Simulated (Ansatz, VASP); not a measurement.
**Two plane-wave programs on Ga**

```xyz
2
Lattice="1.4500 -4.0650 0.0000 1.4500 4.0650 0.0000 0.0000 0.0000 3.1700" Properties=species:S:1:pos:R:3 pbc="T T T"
Ga    1.4500   -2.8837    0.7925
Ga    1.4500    2.9837    2.3775
```

Alike in both runs: task single point; functional PBEsol; k mesh 18 × 18 × 16; occupations gaussian, width 0.15 eV; no spin polarisation.

```csv
,VASP,Ansatz
version,VASP 6.6.1,Ansatz 0.2.0
potentials or method,"VASP PAW PBE potentials, release 64 (Ga_d), cutoff 520 eV","scalar-relativistic, plane waves, PAW"
valence electrons in the cell,26,26
```

|  | VASP | Ansatz | Ansatz less VASP |
| --- | --- | --- | --- |
| gap on the k mesh at the Fermi level (eV) | none | none | - |
| pressure (GPa) | -1.7 | -1.8 | -0.06 |
| traceless stress, the component that is largest in VASP (GPa) | 1.34 | 1.34 | +0.004 |
| rms of the force components (eV/Å) | 0.136 | 0.135 | -0.0008 |

VASP's potentials were made for PBE, not for PBEsol. Atom by atom the forces differ by 0.001 eV/Å (rms over components). A gap of «none» marks a metal or a gap that the smearing closes.
